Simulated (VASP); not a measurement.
Set up this calculation in VASP 6.6.1, as the native input.

```
Task                   : single point
Functional             : PBE
Potentials or basis    : VASP PAW PBE potentials, release 64 (B)
Cutoff                 : 520 eV
k mesh                 : 23 × 23 × 23
Occupations            : fermi-dirac, width 0.1 eV
Spin                   : no spin polarisation
Dipole correction      : no
Further INCAR settings : ALGO = Normal; EDIFF = 1e-06; NBANDS = 8
```

The structure of B lies in POSCAR:

```
B
1.0
    0.0000000000      1.4332700180      1.4332700180
    1.4332700180      0.0000000000      1.4332700180
    1.4332700180      1.4332700180      0.0000000000
B
1
Direct
    0.0000000000      0.0000000000      0.0000000000
```

One way to write it, as run:

INCAR

```
PREC = Accurate
ENCUT = 520
EDIFF = 1E-6
ISMEAR = -1
SIGMA = 0.1
LREAL = F
LASPH = T
NELM = 80
ALGO = Normal
ISIF = 2
LWAVE = F
LCHARG = F
GGA = PE
NBANDS = 8
```

KPOINTS

```
Automatic mesh
0
Gamma
  23 23 23
```

Potentials or basis: VASP PAW PBE potentials, release 64 (B).

The run is started by

```console
$ cat potpaw_PBE.64/B/POTCAR > POTCAR
$ mpirun -np 1 vasp_std > vasp.out
```

It gave:

```
Pressure : 0.0 GPa
```

It took 8.1 s on 1 thread of Intel(R) Xeon(R) Platinum 8559C (Emerald Rapids), on a shared host, peak memory 0.12 GiB.
